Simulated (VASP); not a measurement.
# Si4O in VASP: single point with PBE+D3(BJ)

Aim: the single point of Si4O with PBE+D3(BJ).

All numbers are computed with VASP 6.6.1; they aren't measurements. Logs are shortened: lines on timing, memory, paths and dates and some standing lists are left out, and cuts for length are marked.

## Step 1: The cell of the first run

The cell holds a slab with vacuum, 5 atoms: a = 3.833 Å, b = 3.833 Å, c = 21.103 Å, α = 90.00°, β = 90.00°, γ = 90.00°.

## Step 2: Single point, PBE+D3(BJ), collinear spin, ferromagnetic start

Input file INCAR:

```
SYSTEM = Si4O
  PREC = Accurate
  ENCUT = 520
  EDIFF = 1E-7
  ISMEAR = 0
  SIGMA = 0.05
  LREAL = .False.
  LASPH = .True.
  NELM = 150
  ALGO = Normal
  ISIF = 2
  LWAVE = .False.
  LCHARG = .False.
  ISPIN = 2
  MAGMOM = 0 0 0 0 2
  LORBIT = 11
  LDIPOL = .True.
  IDIPOL = 3
  DIPOL = 0.5 0.5 0.327
  GGA = PE
  IVDW = 12
  NBANDS = 23
```

Input file KPOINTS:

```
Automatic mesh
0
Gamma
  7 7 1
  0 0 0
```

Input file POSCAR:

```
Si4O
1.0
    3.8333442603      0.0000000000      0.0000000000
    0.0000000000      3.8333442603      0.0000000000
    0.0000000000      0.0000000000     21.1034818054
Si O
4 1
Direct
    0.0000000000      0.5000000000      0.1895421825
    0.0000000000      0.0000000000      0.2537634268
    0.5000000000      0.0000000000      0.3207061911
    0.5000000000      0.5000000000      0.3839879068
    0.7500000000      1.0000000000      0.4882361072
```

Potentials or basis: VASP PAW PBE potentials, release 64 (Si, O).

Run with:

```bash
> cat potpaw_PBE.64/Si/POTCAR potpaw_PBE.64/O/POTCAR > POTCAR
> mpirun -np 1 vasp_std > vasp.out
```

OUTCAR:

```text
SYSTEM = Si4O
   PREC = Accurate
   ENCUT = 520
   EDIFF = 1E-7
   ISMEAR = 0
   LREAL = .False.
   LASPH = .True.
   NELM = 150
   ISIF = 2
   ISPIN = 2
   LORBIT = 11
   GGA = PE
   IVDW = 12
 IVDW          = 12

 ion  position               nearest neighbor table
   1  0.000  0.500  0.190-   2 2.35   2 2.35
   2  0.000  0.000  0.254-   1 2.35   1 2.35   3 2.38   3 2.38
   3  0.500  0.000  0.321-   4 2.34   4 2.34   2 2.38   2 2.38
   4  0.500  0.500  0.384-   3 2.34   3 2.34
   5  0.750  0.000  0.488-

  LATTYP: Found a simple tetragonal cell.
 ALAT       =     3.8333442603
 C/A-ratio  =     5.5052404304

  Lattice vectors:

 A1 = (   3.8333442603,   0.0000000000,   0.0000000000)
 A2 = (   0.0000000000,   3.8333442603,   0.0000000000)
 A3 = (   0.0000000000,   0.0000000000,  21.1034818054)

Analysis of symmetry for initial positions (statically):
=====================================================================
 Subroutine PRICEL returns:
 Original cell was already a primitive cell.

 Routine SETGRP: Setting up the symmetry group for a
 simple tetragonal supercell.

 Subroutine GETGRP returns: Found  2 space group operations
 (whereof  2 operations were pure point group operations)
 out of a pool of 16 trial point group operations.

The static configuration has the point symmetry C_1h.

Analysis of symmetry for dynamics (positions and initial velocities):
=====================================================================
 Subroutine PRICEL returns:
 Original cell was already a primitive cell.

 Routine SETGRP: Setting up the symmetry group for a
 simple tetragonal supercell.

 Subroutine GETGRP returns: Found  2 space group operations
 (whereof  2 operations were pure point group operations)
 out of a pool of 16 trial point group operations.

The dynamic configuration has the point symmetry C_1h.

Analysis of structural, dynamic, and magnetic symmetry:
=====================================================================
 Subroutine PRICEL returns:
 Original cell was already a primitive cell.

 Routine SETGRP: Setting up the symmetry group for a
 simple tetragonal supercell.

 Subroutine GETGRP returns: Found  2 space group operations
 (whereof  2 operations were pure point group operations)
 out of a pool of 16 trial point group operations.

The overall configuration has the point symmetry C_1h.

[... 129 lines left out ...]
  volume of cell :      310.11
 maximum number of plane-waves:      8388
 NGX is ok and might be reduce to    30
   NGX = 15   NGY = 15   NGZ = 79

 dipolmoment           0.000000      0.000000     -0.005691 electrons x Angstroem

 number of electron      22.0000004 magnetization       0.0479623

 dipolmoment           0.000000      0.000000      0.234496 electrons x Angstroem

 Free energy of the ion-electron system (eV)
  ---------------------------------------------------
  ext. energy  EPLUGINS =         0.00000000
  ---------------------------------------------------
  free energy    TOTEN  =       -20.16106035 eV

  energy without entropy =      -20.14756060  energy(sigma->0) =      -20.15431047

 E-fermi :  -3.2367     XC(G=0):  -3.7814

 val. band max:       -3.2373188601   @ k =  -0.2857   0.4286   0.0000
 cond. band min:      -3.2319470021   @ k =  -0.1429   0.4286   0.0000
 fundamental gap:      0.0053718580
 Fermi energy:        -3.2367300331

 spin component 1

 k-point     1 :       0.0000    0.0000    0.0000
  band No.  band energies     occupation
      1     -18.9088      1.00000
      2     -14.2270      1.00000
      3     -12.0540      1.00000
      4      -8.7008      1.00000
      5      -5.3206      1.00000
      6      -5.1665      1.00000
[... 405 lines left out ...]
     22       5.5679      0.00000
     23       5.9517      0.00000
 Fermi energy:        -3.2367300331

 spin component 2

 k-point     1 :       0.0000    0.0000    0.0000
  band No.  band energies     occupation
      1     -18.6101      1.00000
      2     -14.2466      1.00000
      3     -12.0877      1.00000
      4      -8.7352      1.00000
      5      -5.3286      1.00000
      6      -5.0660      1.00000
[... 405 lines left out ...]
     22       5.5153      0.00000
     23       5.9217      0.00000

------------------------ aborting loop because EDIFF is reached ----------------------------------------

 vacuum level on the upper side and lower side of the slab       (xc-potential included)         1.369        -1.446

 Edisp (eV)   -1.00301

 E8    (eV) :    -0.4271

  FORCE on cell =-STRESS in cart. coord.  units (eV):
  Direction    XX          YY          ZZ          XY          YZ          ZX
  --------------------------------------------------------------------------------------
  -------------------------------------------------------------------------------------
  Total      -4.50135    -2.51106    -3.89468     0.00000     0.00000    -1.07924
  in kB     -23.25645   -12.97352   -20.12209     0.00000     0.00000    -5.57596
  external pressure =      -18.78 kB  Pullay stress =        0.00 kB

 VOLUME and BASIS-vectors are now :
 -----------------------------------------------------------------------------
  energy-cutoff  :      520.00
  volume of cell :      310.11
      direct lattice vectors                 reciprocal lattice vectors
     3.833344260  0.000000000  0.000000000     0.260868822  0.000000000  0.000000000
     0.000000000  3.833344260  0.000000000     0.000000000  0.260868822  0.000000000
     0.000000000  0.000000000 21.103481805     0.000000000  0.000000000  0.047385546

 POSITION                                       TOTAL-FORCE (eV/Angst)
 -----------------------------------------------------------------------------------
      0.00000      1.91667      4.00000         0.019261      0.000000      0.046295
      0.00000      0.00000      5.35529         0.013847      0.000000      0.169101
      1.91667      0.00000      6.76802         0.053123      0.000000     -0.006557
      1.91667      1.91667      8.10348         0.318871      0.000000      1.257193
      2.87501      0.00000     10.30348        -0.405101      0.000000     -1.466032
 -----------------------------------------------------------------------------------
    total drift:                                0.000018      0.000000      0.000502

  FREE ENERGIE OF THE ION-ELECTRON SYSTEM (eV)
  ---------------------------------------------------
  free  energy   TOTEN  =       -21.1640686464 eV

  energy  without entropy=      -21.1505689023  energy(sigma->0) =      -21.15731877

 vacuum level on the upper side and lower side of the slab         4.866         1.981

 total charge

# of ion       s       p       d       tot
------------------------------------------
    1        0.865   0.720   0.000   1.585
    2        0.775   0.893   0.000   1.668
    3        0.780   0.888   0.000   1.668
    4        0.856   0.671   0.000   1.527
    5        1.618   2.976   0.000   4.595
--------------------------------------------------
tot          4.894   6.148   0.000  11.042

 magnetization (x)

# of ion       s       p       d       tot
------------------------------------------
    1       -0.002  -0.013   0.000  -0.015
    2       -0.000  -0.007   0.000  -0.007
    3        0.001   0.002   0.000   0.002
    4        0.001  -0.028   0.000  -0.026
    5        0.001   0.160   0.000   0.161
--------------------------------------------------
tot          0.001   0.113   0.000   0.114
```

OSZICAR:

```text
N       E                     dE             d eps       ncg     rms          rms(c)
DAV:   1     0.108418935990E+03    0.10842E+03   -0.70378E+03  1472   0.685E+02
DAV:   2    -0.597965383235E+01   -0.11440E+03   -0.10968E+03  2152   0.132E+02
[... 13 lines left out ...]
DAV: 127    -0.201610596834E+02   -0.47225E-05   -0.36579E-06  1651   0.681E-03    0.126E-03
DAV: 128    -0.201610595603E+02    0.12309E-06   -0.70176E-07  1879   0.274E-03    0.603E-04
DAV: 129    -0.201610598868E+02   -0.32649E-06   -0.31239E-07  1854   0.179E-03    0.364E-04
DAV: 130    -0.201610602699E+02   -0.38306E-06   -0.49775E-08  1471   0.886E-04    0.674E-04
DAV: 131    -0.201610604446E+02   -0.17472E-06   -0.51546E-08  1284   0.826E-04    0.652E-04
DAV: 132    -0.201610603464E+02    0.98190E-07   -0.35224E-08  1303   0.516E-04
   1 F= -.21164069E+02 E0= -.21157319E+02  d E =-.134997E-01  mag=     0.0479
```

Run time: 35 min. Hardware: 1 thread of Intel Xeon Platinum 8488C (Sapphire Rapids), shared host; peak memory 0.6 GiB.

What came out:

- Free energy: -21.1641 eV
- Largest force: 1.521 eV/Å
- Net moment: 0.05 μB per cell
- Site moments: Si -0.01, +0.00, -0.03 (each value once); O +0.16 μB
- Valence electrons inside the program's atomic spheres: Si 1.58, 1.67, 1.53 (each value once); O 4.59
- Dispersion energy per atom: -0.201 eV

Forces on the atoms (eV/Å):
```
Si   0.019  0.000  0.046
Si   0.014  0.000  0.169
Si   0.053  0.000 -0.007
Si   0.319  0.000  1.257
O   -0.405  0.000 -1.466
```

Levels at points of the mesh, in eV from the Fermi level:
Spin up:
| k point | band 9 | band 10 | band 11 | band 12 | band 13 | band 14 |
| --- | --- | --- | --- | --- | --- | --- |
| (0.00, 0.00, 0.00) | -1.01 | -0.57 | 0.17 | 0.73 | 1.32 | 1.75 |
Spin down:
```
           k point  band 7  band 8  band 9  band 10  band 11  band 12  band 13  band 14  band 15  band 16
(0.00, 0.00, 0.00)   -1.77   -1.19   -0.73    -0.18     0.02     0.80     1.28     1.74     1.89     3.08
```
